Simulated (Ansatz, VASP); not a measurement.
**Two plane-wave programs on Fe**

The input INCAR:

```
  ALGO = Normal
  EDIFF = 1E-7
  ENCUT = 520
  GGA = PE
  ISIF = 2
  ISMEAR = 0
  ISPIN = 2
  LASPH = True
  LCHARG = True
  LELF = True
  LMAXMIX = 4
  LORBIT = 11
  LREAL = False
  LVHAR = True
  LWAVE = False
  MAGMOM = 4
  NBANDS = 14
  NELM = 150
  PREC = Accurate
  SIGMA = 0.1
```

Contents of KPOINTS:

```
k-points
0
Gamma
  20 20 20
```

Contents of POSCAR:

```
Fe
1.0
    0.0000000000      2.0044192720      2.0285389838
    1.5468095167      0.0000000000      2.0285389838
    1.5468095167      2.0044192720      0.0000000000
Fe
1
Direct
    0.0000000000      0.0000000000      0.0000000000
```

Input for Ansatz:

```yaml
crystal:
  lattice:
    - [0.0, 2.004419272, 2.0285389838]
    - [1.5468095167, 0.0, 2.0285389838]
    - [1.5468095167, 2.004419272, 0.0]
  atoms:
    - { symbol: Fe, position: [0.0, 0.0, 0.0], spin: 4.0 }
basis:
  ecutwfc: 420
kpoints:
  mp_grid: { grid: [20, 20, 20] }
hamiltonian:
  xc: pbe
scf:
  occupations: { method: gaussian, width: 0.1 }
  lower_state_search: "off"
output:
  forces: true
  stress: true
  eigenvalues: true
  populations: true
magnetization:
  spin_polarized: true
```

Alike in both runs: task single point; functional PBE; k mesh 20 × 20 × 20; occupations gaussian, width 0.1 eV; collinear spin.

```csv
,VASP,Ansatz
version,VASP 6.6.1,Ansatz 0.2.0
potentials or method,"VASP PAW PBE potentials, release 64 (Fe), cutoff 520 eV","scalar-relativistic, plane waves, PAW"
valence electrons in the cell,8,16
```

VASP gave:

* gap on the k mesh at the Fermi level (eV): none
* pressure (GPa): -12.2
* traceless stress, the component that is largest in VASP (GPa): -3.05
* net moment per atom (μB): 2.48
* size of the moment on the site where the two differ most (μB): 2.49

What did Ansatz give for the same quantities?

gap on the k mesh at the Fermi level (eV): none; pressure (GPa): -12.7; traceless stress, the component that is largest in VASP (GPa): -3.19; net moment per atom (μB): 2.44; size of the moment on the site where the two differ most (μB): 2.51.

Site moments also hang on the region over which each program counts them. A gap of «none» marks a metal or a gap that the smearing closes. VASP's potentials hold 8 valence electrons a cell and Ansatz's 16, so a difference there can come from the potentials and not from the codes.
